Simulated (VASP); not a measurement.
Here is a VASP 6.6.1 calculation.

INCAR

```
SYSTEM = InP
ALGO = Normal ; EDIFF = 1E-6
ENCUT = 520 ; ISIF = 2
ISMEAR = -1 ; LASPH = .TRUE.
LCHARG = .TRUE. ; LELF = .TRUE.
LREAL = .FALSE. ; LVHAR = .TRUE.
LWAVE = .FALSE. ; NBANDS = 16
NELM = 60 ; PREC = Accurate
SIGMA = 0.05
```

The input KPOINTS:

```
k-points
0
G
  8 8 8
  0 0 0
```

POSCAR

```
InP
1.0
    0.0000000000      2.9108316221      2.9108316221
    2.9108316221      0.0000000000      2.9108316221
    2.9108316221      2.9108316221      0.0000000000
In P
1 1
Direct
    0.0000000000      0.0000000000      0.0000000000
    0.7500000000      0.7500000000      0.7500000000
```

Potentials or basis: VASP PAW LDA potentials, release 64 (In_d, P).

The run is started by

```sh
$ cat potpaw_LDA.64/In_d/POTCAR potpaw_LDA.64/P/POTCAR > POTCAR
$ mpirun -np 1 vasp_std > vasp.out
```

What does it give for the pressure?

0.2 GPa.

Predict the band gap on the k mesh.

0.62 eV, direct.

Caveat: spin-orbit coupling is left out, which moves the levels of the heavy elements.
